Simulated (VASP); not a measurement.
Runs of VASP 6.6.1 on Co. The structure is that of space group P6_3/mmc (No. 194), or close to it. The cells are those of the table. 

| spin | cell | k mesh | gap on the mesh (eV) | pressure (GPa) | moment (μB) |
| --- | --- | --- | --- | --- | --- |
| collinear, ferromagnetic start | a = 2.413, b = 2.413, c = 7.831 Å, angles 90.0, 90.0, 120.0°, 4 atoms | 16 × 16 × 5 | none | 31.5 | 6.26 |
| collinear, antiferromagnetic start | a = 2.519, b = 2.519, c = 8.172 Å, angles 90.0, 90.0, 120.0°, 4 atoms | 14 × 14 × 4 | none | (c) | (a) |
| collinear, ferromagnetic start | a = 2.552, b = 2.552, c = 8.279 Å, angles 90.0, 90.0, 120.0°, 4 atoms | 16 × 16 × 5 | none | -7.3 | 6.79 |
| collinear, ferromagnetic start | a = 2.519, b = 2.519, c = 8.172 Å, angles 90.0, 90.0, 120.0°, 4 atoms | 16 × 16 × 5 | none | -0.9 | (b) |
| collinear, ferromagnetic start | a = 2.449, b = 2.449, c = 7.948 Å, angles 90.0, 90.0, 120.0°, 4 atoms | 16 × 16 × 5 | none | 17.9 | 6.35 |

Alike in all rows: task single point; level RPBE; potentials or basis VASP PAW PBE potentials, release 64 (Co); cutoff (eV) 520; smearing fermi-dirac 0.05 eV.

Q: Fill in the values left out.

A: (a) 0.37; (b) 6.63; (c) -5.3.

Caveats: the PAW data sets were made with another functional, which shifts forces and pressure a little.

A gap of «none» marks levels without a gap at the run's occupations.
